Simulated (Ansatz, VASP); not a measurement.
# Ni3Ge: VASP beside Ansatz

```
CELL_PARAMETERS angstrom
3.52144 0.00000 0.00000
0.00000 3.52144 0.00000
0.00000 0.00000 3.52144
ATOMIC_POSITIONS crystal
Ni 0.50000 0.00000 0.50000
Ni 0.00000 0.50000 0.50000
Ni 0.50000 0.50000 0.00000
Ge 0.00000 0.00000 0.00000
```

Alike in both runs: functional r2SCAN; dispersion D4; k mesh 12 × 12 × 12; occupations gaussian, width 0.1 eV; no spin polarisation.

Ansatz relaxed the structure, and its values are those at the end. VASP's run is a single point on that final structure, the one shown.

|  | VASP | Ansatz |
| --- | --- | --- |
| version | VASP 6.6.1 | Ansatz 0.2.0 |
| potentials or method | VASP PAW PBE potentials, release 64 (Ni, Ge_d), cutoff 520 eV | scalar-relativistic, plane waves, PAW |
| valence electrons in the cell | 44 | 68 |

|  | VASP | Ansatz | Ansatz less VASP |
| --- | --- | --- | --- |
| gap on the k mesh at the Fermi level (eV) | none | none | - |
| pressure (GPa) | 0.3 | 0.0 | -0.34 |

VASP's potentials were made for PBE, not for r2SCAN. A gap of «none» marks a metal or a gap that the smearing closes. VASP's potentials hold 44 valence electrons a cell and Ansatz's 68, so a difference there can come from the potentials and not from the codes.
